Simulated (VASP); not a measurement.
Write the native input for VASP 6.6.1 that does the following.

```yaml
Task: single point
Functional: PBE0
Potentials_or_basis: VASP PAW PBE potentials, release 64 (B)
Cutoff: 520 eV
k_mesh: 5 × 5 × 5
Occupations: fermi-dirac, width 0.01 eV
Spin: no spin polarisation
Dipole_correction: no
Grid_for_exact_exchange_PRECFOCK: Fast
Further_INCAR_settings: ALGO = Normal; EDIFF = 1e-06; NBANDS = 30
Share_of_exact_exchange: 0.25
```

The system is B.

```
CELL_PARAMETERS angstrom
2.44925 1.41407 4.18169
-2.44925 1.41407 4.18169
0.00000 -2.82815 4.18169
ATOMIC_POSITIONS crystal
B 0.01028 0.65407 0.01028
B 0.01028 0.01028 0.65407
B 0.65407 0.01028 0.01028
B 0.98972 0.34593 0.98972
B 0.34593 0.98972 0.98972
B 0.98972 0.98972 0.34593
B 0.22104 0.63061 0.22104
B 0.22104 0.22104 0.63061
B 0.63061 0.22104 0.22104
B 0.77896 0.36939 0.77896
B 0.36939 0.77896 0.77896
B 0.77896 0.77896 0.36939
```

The input as run:

POSCAR

```
B
1.0
    2.4492492791      1.4140747306      4.1816907384
   -2.4492492791      1.4140747306      4.1816907384
    0.0000000000     -2.8281494612      4.1816907384
B
12
Direct
    0.0102816520      0.6540688529      0.0102816520
    0.0102816520      0.0102816520      0.6540688529
    0.6540688529      0.0102816520      0.0102816520
    0.9897183480      0.3459311471      0.9897183480
    0.3459311471      0.9897183480      0.9897183480
    0.9897183480      0.9897183480      0.3459311471
    0.2210351401      0.6306102233      0.2210351401
    0.2210351401      0.2210351401      0.6306102233
    0.6306102233      0.2210351401      0.2210351401
    0.7789648599      0.3693897767      0.7789648599
    0.3693897767      0.7789648599      0.7789648599
    0.7789648599      0.7789648599      0.3693897767
```

INCAR.step1

```
  ALGO = Normal
  EDIFF = 1E-5
  ENCUT = 520
  GGA = PE
  ISIF = 2
  ISMEAR = -1
  KPAR = 4
  LASPH = True
  LCHARG = False
  LREAL = False
  LWAVE = True
  NBANDS = 30
  NELM = 100
  PREC = Accurate
  SIGMA = 0.01
```

INCAR.step2

```
  AEXX = 0.25
  ALGO = Normal
  EDIFF = 1E-6
  ENCUT = 520
  GGA = PE
  ISIF = 2
  ISMEAR = -1
  ISTART = 1
  KPAR = 4
  LASPH = True
  LCHARG = False
  LHFCALC = True
  LREAL = False
  LWAVE = False
  NBANDS = 30
  NELM = 100
  PREC = Accurate
  PRECFOCK = Fast
  SIGMA = 0.01
```

KPOINTS

```
k-points
0
Gamma
  5 5 5
```

Potentials or basis: VASP PAW PBE potentials, release 64 (B).

The run is started by

```console
$ cat potpaw_PBE.64/B/POTCAR > POTCAR
$ cp INCAR.step1 INCAR
$ mpirun -np 4 vasp_std > vasp.out
$ cp INCAR.step2 INCAR
$ mpirun -np 4 vasp_std > vasp.out
```

Results of the run:

```
Pressure               : -3.3 GPa
Largest force          : 0.145 eV/Å
Band gap on the k mesh : 2.74 eV (least direct gap 3.10 eV)
```

Caveat: the cell stands under tension; the PAW data sets were made with another functional, which shifts forces and pressure a little.

It took 12 min on 4 MPI ranks on Intel(R) Xeon(R) 6975P-C (Granite Rapids), with other jobs on the host, peak memory 0.25 GiB a rank.
